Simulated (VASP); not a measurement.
A run of VASP 6.6.1 is set up as follows.

File INCAR:

```
SYSTEM = AlP
PREC     = Accurate       ! precision mode
ENCUT    = 500            ! plane-wave cutoff, eV
EDIFF    = 1E-6           ! SCF threshold, eV
ISMEAR   = 0              ! smearing method
SIGMA    = 0.02           ! smearing width, eV
LREAL    = .False.        ! projectors in reciprocal space
LASPH    = .True.         ! aspherical terms in the spheres
NELM     = 120            ! most SCF steps
ALGO     = Normal         ! electronic algorithm
ISIF     = 2              ! what is computed and relaxed
LWAVE    = .False.        ! write WAVECAR
LCHARG   = .False.        ! write CHGCAR
GGA      = PE             ! functional
NBANDS   = 11             ! bands
GGA_COMPAT= .False.
```

KPOINTS

```
Automatic mesh
0
Gamma
  8 8 8
  0 0 0
```

File POSCAR:

```
AlP
1.0
    0.0000000000      2.7536744973      2.7536744973
    2.7536744973      0.0000000000      2.7536744973
    2.7536744973      2.7536744973      0.0000000000
Al P
1 1
Direct
    0.0000000000      0.0000000000      0.0000000000
    0.2500000000      0.2500000000      0.2500000000
```

Potentials or basis: VASP PAW PBE potentials, release 64 (Al, P).

Run with:

```console
$ cat potpaw_PBE.64/Al/POTCAR potpaw_PBE.64/P/POTCAR > POTCAR
$ mpirun -np 1 vasp_std > vasp.out
```

Problem. Estimate the band gap on the k mesh.

Solution. 1.63 eV (least direct gap 3.09 eV).

Problem. What does it give for the pressure?

Solution. -0.1 GPa.

A k mesh can miss the band edges.
